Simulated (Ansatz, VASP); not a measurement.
# LaB6: VASP beside Ansatz

```
La B
1.0
     4.15700    0.00000    0.00000
     0.00000    4.15700    0.00000
     0.00000    0.00000    4.15700
La B
1 6
Direct
  0.00000 0.00000 0.00000
  0.19750 0.50000 0.50000
  0.50000 0.19750 0.50000
  0.80250 0.50000 0.50000
  0.50000 0.80250 0.50000
  0.50000 0.50000 0.19750
  0.50000 0.50000 0.80250
```

Alike in both runs: task single point; functional LDA; k mesh 4 × 4 × 4; occupations gaussian, width 0.1 eV; no spin polarisation.

```csv
,VASP,Ansatz
version,VASP 6.6.1,Ansatz 0.2.0
potentials or method,"VASP PAW LDA potentials, release 64 (La, B), cutoff 520 eV","scalar-relativistic, plane waves, PAW"
valence electrons in the cell,29,29
```

|  | VASP | Ansatz | Ansatz less VASP |
| --- | --- | --- | --- |
| gap on the k mesh at the Fermi level (eV) | none | none | - |
| pressure (GPa) | -7.7 | -7.8 | -0.11 |
| rms of the force components (eV/Å) | 0.359 | 0.368 | +0.0087 |

LDA's correlation is that of Perdew and Zunger in VASP and of Perdew and Wang (1992) in Ansatz. Atom by atom the forces differ by 0.009 eV/Å (rms over components). A gap of «none» marks a metal or a gap that the smearing closes.

The k mesh is coarse, so the values compare programs but aren't converged. Spin-orbit coupling is off throughout.
